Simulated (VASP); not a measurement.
A run of VASP 6.6.1 is set up as follows.

Contents of INCAR:

```
SYSTEM = Ag
PREC     = Accurate       ! precision mode
ENCUT    = 600            ! plane-wave cutoff, eV
EDIFF    = 1E-6           ! SCF threshold, eV
ISMEAR   = 0              ! smearing method
SIGMA    = 0.05           ! smearing width, eV
LREAL    = .FALSE.        ! projectors in reciprocal space
LASPH    = .TRUE.         ! aspherical terms in the spheres
NELM     = 80             ! most SCF steps
ALGO     = Normal         ! electronic algorithm
ISIF     = 3              ! what is computed and relaxed
LWAVE    = .FALSE.        ! write WAVECAR
LCHARG   = .FALSE.        ! write CHGCAR
GGA      = PE             ! functional
IBRION   = 2              ! ionic algorithm
NSW      = 80             ! ionic steps
EDIFFG   = -0.03          ! ionic threshold
PSTRESS  = 300.0
```

The input KPOINTS:

```
regular mesh
0
G
  9 9 9
  0 0 0
```

POSCAR

```
Ag
1.0
    2.6600000000      0.0000000000      0.0000000000
    0.0000000000      2.6600000000      0.0000000000
    0.0000000000      0.0000000000      2.6600000000
Ag
1
Direct
    0.0000000000      0.0000000000      0.0000000000
```

Potentials or basis: VASP PAW PBE potentials, release 64 (Ag).

Launch:

```sh
$ cat potpaw_PBE.64/Ag/POTCAR > POTCAR
$ mpirun -np 1 vasp_std > vasp.out
```

(1) Predict the relaxed cell.

(2) Predict the space group after relaxing (to 0.05 Å).

(3) Predict the relaxed volume.

## Answers

(1) a = 2.544 Å, b = 2.544 Å, c = 2.544 Å, α = 90.00°, β = 90.00°, γ = 90.00°.

(2) Pm-3m (No. 221).

(3) 16.46 Å³/atom.

Caveat: the cell is relaxed towards a set pressure, so the enthalpy falls and the energy may rise.
